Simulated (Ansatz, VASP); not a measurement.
**One calculation of Cs, two programs**

```xyz
1
Lattice="-3.1491 3.1491 3.1491 3.1491 -3.1491 3.1491 3.1491 3.1491 -3.1491" Properties=species:S:1:pos:R:3 pbc="T T T"
Cs    0.0000    0.0000    0.0000
```

Alike in both runs: task single point; functional PBEsol; k mesh 10 × 10 × 10; occupations gaussian, width 0.1 eV; no spin polarisation.

|  | VASP | Ansatz |
| --- | --- | --- |
| version | VASP 6.6.1 | Ansatz 0.2.0 |
| potentials or method | VASP PAW PBE potentials, release 64 (Cs_sv), cutoff 520 eV | scalar-relativistic, plane waves, PAW |
| valence electrons in the cell | 9 | 9 |

|  | VASP | Ansatz | Ansatz less VASP |
| --- | --- | --- | --- |
| gap on the k mesh at the Fermi level (eV) | none | none | - |
| pressure (GPa) | -0.2 | -0.2 | +0.01 |

VASP's potentials were made for PBE, not for PBEsol. A gap of «none» marks a metal or a gap that the smearing closes.

Spin-orbit coupling is off throughout.
